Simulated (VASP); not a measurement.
Set up this calculation in VASP 6.6.1, as the native input.

```yaml
Task: relaxation of cell and atoms
Functional: r2SCAN
Dispersion: rVV10
Potentials_or_basis: VASP PAW PBE potentials, release 64 (Na_pv, Te, Sc_sv)
Cutoff: 600 eV
k_mesh: 6 × 6 × 4
Occupations: fermi-dirac, width 0.03 eV
Spin: no spin polarisation
Dipole_correction: no
Further_INCAR_settings: ALGO = Normal; EDIFF = 1e-06; IBRION = 2; EDIFFG = -0.01; NSW = 100; ISIF = 3
```

The system is NaScTe2.

```
Na Te Sc
1.0
     4.24605    0.00000    0.00000
     0.00000    4.24605    0.00000
     0.00000    0.00000    5.85398
Na Te Sc
1 2 1
Direct
  0.00000 0.00000 0.00000
  0.00000 0.00000 0.50000
  0.50000 0.50000 0.00000
  0.50000 0.50000 0.50000
```

These files were run (other wordings do the same):

POSCAR

```
NaScTe2
1.0
    4.2460482197      0.0000000000      0.0000000000
    0.0000000000      4.2460482197      0.0000000000
    0.0000000000      0.0000000000      5.8539797742
Na Te Sc
1 2 1
Direct
    0.0000000000      0.0000000000      0.0000000000
    0.0000000000      0.0000000000      0.5000000000
    0.5000000000      0.5000000000      0.0000000000
    0.5000000000      0.5000000000      0.5000000000
```

INCAR.step1

```
SYSTEM = NaScTe2
PREC = Accurate ; ENCUT = 600
ISMEAR = -1 ; SIGMA = 0.03
LREAL = .FALSE. ; LASPH = .TRUE.
NELM = 80 ; GGA = PE
ALGO = Normal ; EDIFF = 1E-4
LWAVE = .TRUE. ; LCHARG = .FALSE.
```

INCAR.step2

```
SYSTEM = NaScTe2
PREC = Accurate ; ENCUT = 600
EDIFF = 1E-6 ; ISMEAR = -1
SIGMA = 0.03 ; LREAL = .FALSE.
LASPH = .TRUE. ; NELM = 80
ALGO = Normal ; ISIF = 3
LWAVE = .FALSE. ; LCHARG = .FALSE.
METAGGA = R2SCAN ; LMIXTAU = .TRUE.
LUSE_VDW = .TRUE. ; IVDW_NL = 2
BPARAM = 11.95 ; CPARAM = 0.0093
IBRION = 2 ; NSW = 100
EDIFFG = -0.01 ; ISTART = 1
```

KPOINTS

```
regular mesh
0
G
  6 6 4
  0 0 0
```

Potentials or basis: VASP PAW PBE potentials, release 64 (Na_pv, Te, Sc_sv).

Run with:

```bash
$ cat potpaw_PBE.64/Na_pv/POTCAR potpaw_PBE.64/Te/POTCAR potpaw_PBE.64/Sc_sv/POTCAR > POTCAR
$ cp INCAR.step1 INCAR
$ mpirun -np 1 vasp_std > vasp.out
$ cp INCAR.step2 INCAR
$ mpirun -np 1 vasp_std > vasp.out
```

Results of the run:

```
Relaxed volume                        : 27.09 Å³/atom
Relaxed cell                          : a = 4.291 Å, b = 4.291 Å, c = 5.884 Å, α = 90.00°, β = 90.00°, γ = 90.00°
Space group after relaxing (to 0.1 Å) : P4/mmm (No. 123)
Energy gained by relaxing             : 2.6 meV/atom
Ionic steps                           : 7
Pressure after relaxing               : 0.0 GPa
Band gap on the k mesh                : zero (bands 15 and 16 overlap by 0.14 eV)
```

Caveat: semilocal functionals underestimate gaps, and a narrow one can read as zero; the PAW data sets were made with another functional, which shifts forces and pressure a little; spin-orbit coupling is left out, which moves the levels of the heavy elements.

Wall time 24 min on 1 thread of Intel(R) Xeon(R) Platinum 8259CL CPU @ 2.50GHz (Skylake/Cascade Lake), on a shared host, peak memory 0.54 GiB.
